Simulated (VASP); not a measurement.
# K (P6/mmm) in VASP: further runs, part 3 of 3

VASP 6.6.1. Earlier steps stand in the parts before.

## 5. Single point, revPBE (volume scaled by 0.92)

Contents of INCAR:

```
ALGO     = Normal         # electronic algorithm
EDIFF    = 1E-6           # SCF threshold, eV
ENCUT    = 520            # plane-wave cutoff, eV
GGA      = RE             # functional
ISIF     = 2              # what is computed and relaxed
ISMEAR   = -1             # smearing method
LASPH    = T              # aspherical terms in the spheres
LCHARG   = F              # write CHGCAR
LREAL    = F              # projectors in reciprocal space
LWAVE    = F              # write WAVECAR
NBANDS   = 20             # bands
NELM     = 100            # most SCF steps
PREC     = Accurate       # precision mode
SIGMA    = 0.1            # smearing width, eV
```

Contents of KPOINTS:

```
k-points
0
Gamma
  6 6 8
```

Contents of POSCAR:

```
K
1.0
    7.5418714454      0.0000000000      0.0000000000
   -3.7709357227      6.5314522638      0.0000000000
    0.0000000000      0.0000000000      4.4954070644
K
3
Direct
    1.0000000000      0.0000000000      0.0000000000
    0.3333333333      0.6666666667      0.5000000000
    0.6666666667      0.3333333333      0.5000000000
```

Potentials or basis: VASP PAW PBE potentials, release 64 (K_sv).

On the command line:

```
$ cat potpaw_PBE.64/K_sv/POTCAR > POTCAR
$ mpirun -np 1 vasp_std > vasp.out
```

OUTCAR:

```text
EDIFF = 1E-6
   ENCUT = 520
   GGA = RE
   ISIF = 2
   ISMEAR = -1
   LASPH = T
   LREAL = F
   NELM = 100
   PREC = Accurate

 ion  position               nearest neighbor table
   1  0.000  0.000  0.000-
   2  0.333  0.667  0.500-
   3  0.667  0.333  0.500-

  LATTYP: Found a hexagonal cell.
 ALAT       =     7.5418714454
 C/A-ratio  =     0.5960598900

  Lattice vectors:

 A1 = (   7.5418714454,   0.0000000000,   0.0000000000)
 A2 = (  -3.7709357227,   6.5314522638,   0.0000000000)
 A3 = (   0.0000000000,   0.0000000000,   4.4954070644)

Analysis of symmetry for initial positions (statically):
=====================================================================
 Subroutine PRICEL returns:
 Original cell was already a primitive cell.

 Routine SETGRP: Setting up the symmetry group for a
 hexagonal supercell.

 Subroutine GETGRP returns: Found 24 space group operations
 (whereof 24 operations were pure point group operations)
 out of a pool of 24 trial point group operations.

The static configuration has the point symmetry D_6h.

Analysis of symmetry for dynamics (positions and initial velocities):
=====================================================================
 Subroutine PRICEL returns:
 Original cell was already a primitive cell.

 Routine SETGRP: Setting up the symmetry group for a
 hexagonal supercell.

 Subroutine GETGRP returns: Found 24 space group operations
 (whereof 24 operations were pure point group operations)
 out of a pool of 24 trial point group operations.

The dynamic configuration has the point symmetry D_6h.

[... 102 lines left out ...]
   EDIFFG = 0.1E-04   stopping-criterion for IOM
   NSW    =      0    number of steps for IOM
   IBRION =     -1    ionic relax: 0-MD 1-quasi-New 2-CG
   NFREE  =      0    steps in history (QN), initial steepest desc. (CG)
   ISIF   =      2    stress and relaxation
   ISYM   =      2    0-nonsym 1-usesym 2-fastsym
   POTIM  = 0.5000    time-step for ionic-motion
   TEBEG  =    0.0;   TEEND  =   0.0 temperature during run
   PSTRESS=    0.0 pullay stress
   NELECT =      27.0000    total number of electrons
   NUPDOWN=      -1.0000    fix difference up-down
   EMIN   =  10.00;   EMAX   =-10.00  energy-range for DOS
   EFERMI =   0.00;   METHOD = LEGACY
   ISMEAR =    -1;   SIGMA  =   0.10  broadening in eV -4-tet -1-fermi 0-gaus
   EFERMI_NEDOS =   21; number of points for ismear=-14 and -15
   IALGO  =     38    algorithm
   IMIX   =      4    mixing-type and parameters
     AMIX     =   0.40;   BMIX     =  1.00
     AMIX_MAG =   1.60;   BMIX_MAG =  1.00
  volume/ion in A,a.u.               =      73.81       498.12
  Fermi-wavevector in a.u.,A,eV,Ry     =   0.811790  1.534060  8.966270  0.659002
  Thomas-Fermi vector in A             =   1.921213
   LORBIT       =      0    0 simple, 1 ext, 2 COOP (PROOUT), +10 PAW based schemes
   GGA     = RE    functional components
   LHFCALC =     F    Hartree Fock is set to
   AEXX    =    0.0000 exact exchange contribution
   IVDW    =     0    specifies the selected vdW correction
   LEPSILON=     F    determine dielectric tensor
   LRPA    =     F    only Hartree local field effects (RPA)
 non-spin polarized calculation
  energy-cutoff  :      520.00
  volume of cell :      221.44
 maximum number of plane-waves:      5998
   NGX = 29   NGY = 29   NGZ = 17

 number of electron      26.9999999 magnetization

 Free energy of the ion-electron system (eV)
  ---------------------------------------------------
  ext. energy  EPLUGINS =         0.00000000
  ---------------------------------------------------
  free energy    TOTEN  =        -2.83410209 eV

  energy without entropy =       -2.75387689  energy(sigma->0) =       -2.79398949

 E-fermi :  -0.0115     XC(G=0):  -5.5221

 val. band max:       -0.0245911508   @ k =   0.1667   0.1667   0.0000
 cond. band min:      -0.0090161000   @ k =   0.1667   0.1667   0.0000
 fundamental gap:      0.0155750508
 Fermi energy:        -0.0115150324

 k-point     1 :       0.0000    0.0000    0.0000
  band No.  band energies     occupation
      1     -32.2900      2.00000
      2     -32.2847      2.00000
      3     -32.1866      2.00000
      4     -15.7648      2.00000
      5     -15.7648      2.00000
      6     -15.7187      2.00000
[... 541 lines left out ...]
     19       2.2059      0.00000
     20       3.0636      0.00000

 [... further k-points ...]
[... 5 lines left out ...]
  --------------------------------------------------------------------------------------
  -------------------------------------------------------------------------------------
  Total        0.4101433      0.4101433      0.4080395      0.0000000      0.0000000      0.0000000
  in kB        2.9674836      2.9674836      2.9522621      0.0000000      0.0000000      0.0000000
  external PRESSURE =       2.9624097 kB  Pullay stress =       0.0000000 kB

 VOLUME and BASIS-vectors are now :
 -----------------------------------------------------------------------------
  energy-cutoff  :      520.00
  volume of cell :      221.44
      direct lattice vectors                 reciprocal lattice vectors
     7.541871445  0.000000000  0.000000000     0.132593085  0.076552653  0.000000000
    -3.770935723  6.531452264  0.000000000     0.000000000  0.153105306  0.000000000
     0.000000000  0.000000000  4.495407064     0.000000000  0.000000000  0.222449266

 POSITION                                       TOTAL-FORCE (eV/Angst)
 -----------------------------------------------------------------------------------
      0.00000      0.00000      0.00000        -0.000000      0.000000      0.000000
     -0.00000      4.35430      2.24770         0.000000     -0.000000      0.000000
      3.77094      2.17715      2.24770        -0.000000      0.000000     -0.000000
 -----------------------------------------------------------------------------------
    total drift:                                0.000000     -0.000000      0.000000

  FREE ENERGIE OF THE ION-ELECTRON SYSTEM (eV)
  ---------------------------------------------------
  free  energy   TOTEN  =        -2.8341020885 eV

  energy  without entropy=       -2.7538768912  energy(sigma->0) =       -2.79398949
```

OSZICAR:

```text
N       E                     dE             d eps       ncg     rms          rms(c)
DAV:   1     0.187754266766E+03    0.18775E+03   -0.10983E+04  1400   0.106E+03
DAV:   2     0.113448081180E+02   -0.17641E+03   -0.17348E+03  1552   0.305E+02
DAV:   3    -0.204092284070E+01   -0.13386E+02   -0.13300E+02  2244   0.660E+01
DAV:   4    -0.279672872246E+01   -0.75581E+00   -0.75190E+00  2036   0.131E+01
DAV:   5    -0.281944590445E+01   -0.22717E-01   -0.22713E-01  2020   0.223E+00    0.304E+00
DAV:   6    -0.282744778712E+01   -0.80019E-02   -0.91467E-03  1900   0.587E-01    0.184E+00
DAV:   7    -0.283358615504E+01   -0.61384E-02   -0.93620E-03  1664   0.621E-01    0.803E-02
DAV:   8    -0.283402343805E+01   -0.43728E-03   -0.78632E-04  2396   0.195E-01    0.426E-02
DAV:   9    -0.283410093742E+01   -0.77499E-04   -0.55989E-05  1884   0.561E-02    0.187E-02
DAV:  10    -0.283410209736E+01   -0.11599E-05   -0.12812E-05  1924   0.224E-02    0.244E-03
DAV:  11    -0.283410208845E+01    0.89049E-08   -0.31833E-07  1140   0.324E-03
   1 F= -.28341021E+01 E0= -.27939895E+01  d E =-.802252E-01
```

stdout:

```text
POSCAR found type information on POSCAR K
 POSCAR found :  1 types and       3 ions
 scaLAPACK will be used
 -----------------------------------------------------------------------------
|                                                                             |
|                                                                             |
|     You enforced a specific xc type in the INCAR file but a different       |
|     I HOPE YOU KNOW WHAT YOU ARE DOING!                                     |
|                                                                             |
 -----------------------------------------------------------------------------

 LDA part: xc-table for (Slater+PW92), standard interpolation
 POSCAR, INCAR and KPOINTS ok, starting setup
 FFT: planning ... GRIDC
 FFT: planning ... GRID_SOFT
 FFT: planning ... GRID
 WAVECAR not read
 entering main loop
```

Run time: 75 s. Hardware: 1 thread of Intel Xeon Platinum 8488C (Sapphire Rapids), shared host; peak memory 0.37 GiB.

What came out:

| Property | Result |
| --- | --- |
| Free energy | -2.8341 eV |
| Pressure | 0.3 GPa |

Levels at points of the mesh, in eV from the Fermi level:
| k point | band 10 | band 11 | band 12 | band 13 | band 14 | band 15 | band 16 | band 17 |
| --- | --- | --- | --- | --- | --- | --- | --- | --- |
| (0.00, 0.00, 0.00) | -15.62 | -15.62 | -15.60 | -2.15 | 1.12 | 1.12 | 1.13 | 1.13 |
| (0.50, 0.00, 0.00) | -15.62 | -15.62 | -15.61 | -1.18 | -1.17 | 0.43 | 0.61 | 2.69 |
| (0.00, 0.00, 0.50) | -15.66 | -15.62 | -15.62 | -0.23 | -0.14 | 1.78 | 1.78 | 1.89 |
| (0.50, 0.00, 0.50) | -15.66 | -15.62 | -15.61 | 0.50 | 0.57 | 0.64 | 0.69 | 1.53 |

Caveat: the PAW data sets were made with another functional, which shifts forces and pressure a little.

## 6. Single point, revPBE (volume scaled by 0.96)

Contents of INCAR:

```
SYSTEM = K
  PREC = Accurate
  ENCUT = 520
  EDIFF = 1E-6
  ISMEAR = -1
  SIGMA = 0.1
  LREAL = .FALSE.
  LASPH = .TRUE.
  NELM = 60
  ALGO = Normal
  ISIF = 2
  LWAVE = .FALSE.
  LCHARG = .TRUE.
  GGA = RE
  LELF = .TRUE.
  LVHAR = .TRUE.
  NBANDS = 20
```

Contents of KPOINTS:

```
Automatic mesh
0
G
  6 6 8
  0 0 0
```

Contents of POSCAR:

```
K
1.0
    7.6496270244      0.0000000000      0.0000000000
   -3.8248135122      6.6247713326      0.0000000000
    0.0000000000      0.0000000000      4.5596358430
K
3
Direct
    1.0000000000      0.0000000000      0.0000000000
    0.3333333333      0.6666666667      0.5000000000
    0.6666666667      0.3333333333      0.5000000000
```

Potentials or basis: VASP PAW PBE potentials, release 64 (K_sv).

On the command line:

```
$ cat potpaw_PBE.64/K_sv/POTCAR > POTCAR
$ mpirun -np 1 vasp_std > vasp.out
```

OUTCAR:

```text
SYSTEM = K
   PREC = Accurate
   ENCUT = 520
   EDIFF = 1E-6
   ISMEAR = -1
   LREAL = .FALSE.
   LASPH = .TRUE.
   NELM = 60
   ISIF = 2
   GGA = RE

 ion  position               nearest neighbor table
   1  0.000  0.000  0.000-
   2  0.333  0.667  0.500-
   3  0.667  0.333  0.500-

  LATTYP: Found a hexagonal cell.
 ALAT       =     7.6496270244
 C/A-ratio  =     0.5960598900

  Lattice vectors:

 A1 = (   7.6496270244,   0.0000000000,   0.0000000000)
 A2 = (  -3.8248135122,   6.6247713326,   0.0000000000)
 A3 = (   0.0000000000,   0.0000000000,   4.5596358430)

Analysis of symmetry for initial positions (statically):
=====================================================================
 Subroutine PRICEL returns:
 Original cell was already a primitive cell.

 Routine SETGRP: Setting up the symmetry group for a
 hexagonal supercell.

 Subroutine GETGRP returns: Found 24 space group operations
 (whereof 24 operations were pure point group operations)
 out of a pool of 24 trial point group operations.

The static configuration has the point symmetry D_6h.

Analysis of symmetry for dynamics (positions and initial velocities):
=====================================================================
 Subroutine PRICEL returns:
 Original cell was already a primitive cell.

 Routine SETGRP: Setting up the symmetry group for a
 hexagonal supercell.

 Subroutine GETGRP returns: Found 24 space group operations
 (whereof 24 operations were pure point group operations)
 out of a pool of 24 trial point group operations.

The dynamic configuration has the point symmetry D_6h.

 Subroutine INISYM returns: Found 24 space group operations
 (whereof 24 operations are pure point group operations),
[... 104 lines left out ...]
   ISIF   =      2    stress and relaxation
   ISYM   =      2    0-nonsym 1-usesym 2-fastsym
   POTIM  = 0.5000    time-step for ionic-motion
   TEBEG  =    0.0;   TEEND  =   0.0 temperature during run
   PSTRESS=    0.0 pullay stress
   NELECT =      27.0000    total number of electrons
   NUPDOWN=      -1.0000    fix difference up-down
   EMIN   =  10.00;   EMAX   =-10.00  energy-range for DOS
   EFERMI =   0.00;   METHOD = LEGACY
   ISMEAR =    -1;   SIGMA  =   0.10  broadening in eV -4-tet -1-fermi 0-gaus
   EFERMI_NEDOS =   21; number of points for ismear=-14 and -15
   IALGO  =     38    algorithm
   IMIX   =      4    mixing-type and parameters
     AMIX     =   0.40;   BMIX     =  1.00
     AMIX_MAG =   1.60;   BMIX_MAG =  1.00
  volume/ion in A,a.u.               =      77.02       519.78
  Fermi-wavevector in a.u.,A,eV,Ry     =   0.800354  1.512450  8.715445  0.640567
  Thomas-Fermi vector in A             =   1.907634
   LORBIT       =      0    0 simple, 1 ext, 2 COOP (PROOUT), +10 PAW based schemes
   GGA     = RE    functional components
   LHFCALC =     F    Hartree Fock is set to
   AEXX    =    0.0000 exact exchange contribution
   IVDW    =     0    specifies the selected vdW correction
   LEPSILON=     F    determine dielectric tensor
   LRPA    =     F    only Hartree local field effects (RPA)
 non-spin polarized calculation
  energy-cutoff  :      520.00
  volume of cell :      231.07
 maximum number of plane-waves:      6263
 NGX is ok and might be reduce to    60
   NGX = 29   NGY = 29   NGZ = 17

 number of electron      27.0000000 magnetization

 Free energy of the ion-electron system (eV)
  ---------------------------------------------------
  ext. energy  EPLUGINS =         0.00000000
  ---------------------------------------------------
  free energy    TOTEN  =        -2.84786484 eV

  energy without entropy =       -2.76617779  energy(sigma->0) =       -2.80702132

 E-fermi :  -0.1040     XC(G=0):  -5.4232

 val. band max:       -0.1163741589   @ k =   0.1667   0.1667   0.0000
 cond. band min:      -0.1026643370   @ k =   0.1667   0.1667   0.0000
 fundamental gap:      0.0137098220
 Fermi energy:        -0.1040434484

 k-point     1 :       0.0000    0.0000    0.0000
  band No.  band energies     occupation
      1     -32.4054      2.00000
      2     -32.4011      2.00000
      3     -32.3098      2.00000
      4     -15.8749      2.00000
      5     -15.8749      2.00000
      6     -15.8347      2.00000
[... 541 lines left out ...]
     19       2.1098      0.00000
     20       2.9210      0.00000

 [... further k-points ...]
[... 5 lines left out ...]
  --------------------------------------------------------------------------------------
  -------------------------------------------------------------------------------------
  Total        0.1922576      0.1922576      0.1995180      0.0000000      0.0000000      0.0000000
  in kB        1.3330694      1.3330694      1.3834115      0.0000000      0.0000000      0.0000000
  external PRESSURE =       1.3498501 kB  Pullay stress =       0.0000000 kB

 VOLUME and BASIS-vectors are now :
 -----------------------------------------------------------------------------
  energy-cutoff  :      520.00
  volume of cell :      231.07
      direct lattice vectors                 reciprocal lattice vectors
     7.649627024  0.000000000  0.000000000     0.130725328  0.075474303  0.000000000
    -3.824813512  6.624771333  0.000000000     0.000000000  0.150948606  0.000000000
     0.000000000  0.000000000  4.559635843     0.000000000  0.000000000  0.219315760

 POSITION                                       TOTAL-FORCE (eV/Angst)
 -----------------------------------------------------------------------------------
      0.00000      0.00000      0.00000         0.000000      0.000000      0.000000
     -0.00000      4.41651      2.27982         0.000000      0.000000      0.000000
      3.82481      2.20826      2.27982        -0.000000      0.000000     -0.000000
 -----------------------------------------------------------------------------------
    total drift:                                0.000000     -0.000000      0.000000

  FREE ENERGIE OF THE ION-ELECTRON SYSTEM (eV)
  ---------------------------------------------------
  free  energy   TOTEN  =        -2.8478648393 eV

  energy  without entropy=       -2.7661777913  energy(sigma->0) =       -2.80702132
```

OSZICAR:

```text
N       E                     dE             d eps       ncg     rms          rms(c)
DAV:   1     0.187549240010E+03    0.18755E+03   -0.10871E+04  1408   0.105E+03
DAV:   2     0.112206376977E+02   -0.17633E+03   -0.17322E+03  1540   0.301E+02
DAV:   3    -0.214544819278E+01   -0.13366E+02   -0.13284E+02  2256   0.653E+01
DAV:   4    -0.281267858844E+01   -0.66723E+00   -0.66415E+00  2040   0.125E+01
DAV:   5    -0.283239548497E+01   -0.19717E-01   -0.19714E-01  2052   0.202E+00    0.285E+00
DAV:   6    -0.284084518521E+01   -0.84497E-02   -0.74178E-03  1804   0.550E-01    0.172E+00
DAV:   7    -0.284732172930E+01   -0.64765E-02   -0.92365E-03  1656   0.626E-01    0.801E-02
DAV:   8    -0.284782516331E+01   -0.50343E-03   -0.82127E-04  2436   0.202E-01    0.342E-02
DAV:   9    -0.284786498580E+01   -0.39822E-04   -0.34174E-05  1744   0.368E-02    0.163E-02
DAV:  10    -0.284786483929E+01    0.14651E-06   -0.80216E-06  1888   0.186E-02
   1 F= -.28478648E+01 E0= -.28070213E+01  d E =-.816870E-01
```

Run time: 76 s. Hardware: 1 thread of Intel Xeon Platinum 8488C (Sapphire Rapids), shared host; peak memory 0.4 GiB.

Results:

* Free energy: -2.8479 eV
* Pressure: 0.1 GPa

Caveat: the PAW data sets were made with another functional, which shifts forces and pressure a little.

## 7. The runs side by side

| cell | gap on the mesh (eV) | pressure (GPa) |
| --- | --- | --- |
| a = 7.956, b = 7.956, c = 4.742 Å, angles 90.0, 90.0, 120.0°, 3 atoms | none | -0.2 |
| a = 8.053, b = 8.053, c = 4.800 Å, angles 90.0, 90.0, 120.0°, 3 atoms | none | -0.3 |
| a = 7.431, b = 7.431, c = 4.429 Å, angles 90.0, 90.0, 120.0°, 3 atoms | none | 0.5 |
| a = 7.542, b = 7.542, c = 4.495 Å, angles 90.0, 90.0, 120.0°, 3 atoms | none | 0.3 |
| a = 7.650, b = 7.650, c = 4.560 Å, angles 90.0, 90.0, 120.0°, 3 atoms | none | 0.1 |

Alike in all rows: task single point; level revPBE; potentials or basis VASP PAW PBE potentials, release 64 (K_sv); no spin polarisation; k mesh 6 × 6 × 8; cutoff (eV) 520; smearing fermi-dirac 0.1 eV.

Caveats: the PAW data sets were made with another functional, which shifts forces and pressure a little.

Absolute energies hang on the potentials; compare differences alone.
